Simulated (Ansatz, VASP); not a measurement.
# MgO in VASP and in Ansatz

File INCAR:

```
SYSTEM = MgO
ALGO = Normal
EDIFF = 1E-6
ENCUT = 600
GGA = PE
GGA_COMPAT = .False.
ISIF = 2
ISMEAR = 0
LASPH = .True.
LCHARG = .True.
LELF = .True.
LREAL = .False.
LVHAR = .True.
LWAVE = .False.
NBANDS = 11
NELM = 120
PREC = Accurate
SIGMA = 0.05
```

File KPOINTS:

```
k-points
0
Gamma
  10 10 10
  0 0 0
```

POSCAR

```
MgO
1.0
    0.0000000000      2.0916941252      2.0916941252
    2.0916941252      0.0000000000      2.0916941252
    2.0916941252      2.0916941252      0.0000000000
Mg O
1 1
Direct
    0.0000000000      0.0000000000      0.0000000000
    0.5000000000      0.5000000000      0.5000000000
```

Input for Ansatz:

```yaml
crystal:
  lattice:
    - [0.0, 2.0916941252, 2.0916941252]
    - [2.0916941252, 0.0, 2.0916941252]
    - [2.0916941252, 2.0916941252, 0.0]
  atoms:
    - { symbol: Mg, position: [0.0, 0.0, 0.0] }
    - { symbol: O, position: [0.5, 0.5, 0.5] }
basis:
  ecutwfc: 520.0
kpoints:
  mp_grid: { grid: [10, 10, 10] }
hamiltonian:
  xc: pbe
  pseudopotentials: { kind: paw, azcp: { folder: soft_1 } }
scf:
  occupations: { method: gaussian, width: 0.05 }
output:
  forces: true
  stress: true
  eigenvalues: true
```

Change from the starting cell: mode 6 frozen in at -0.000 Å, equal normal strain along x, y and z -0.0167.

Alike in both runs: task single point; functional PBE; k mesh 10 × 10 × 10; occupations gaussian, width 0.05 eV; no spin polarisation.

|  | VASP | Ansatz |
| --- | --- | --- |
| version | VASP 6.6.1 | Ansatz 0.2.0 |
| potentials or method | VASP PAW PBE potentials, release 64 (Mg, O), cutoff 600 eV | scalar-relativistic, plane waves, PAW |
| valence electrons in the cell | 8 | 16 |

Ansatz gave:

- gap on the k mesh at the Fermi level (eV): 4.95
- least direct gap on the mesh (eV): 4.95
- pressure (GPa): 8.4

Problem. What did VASP give for the same quantities?

Solution. gap on the k mesh at the Fermi level (eV): 4.93; least direct gap on the mesh (eV): 4.93; pressure (GPa): 7.3.

VASP's potentials hold 8 valence electrons a cell and Ansatz's 16, so a difference there can come from the potentials and not from the codes.
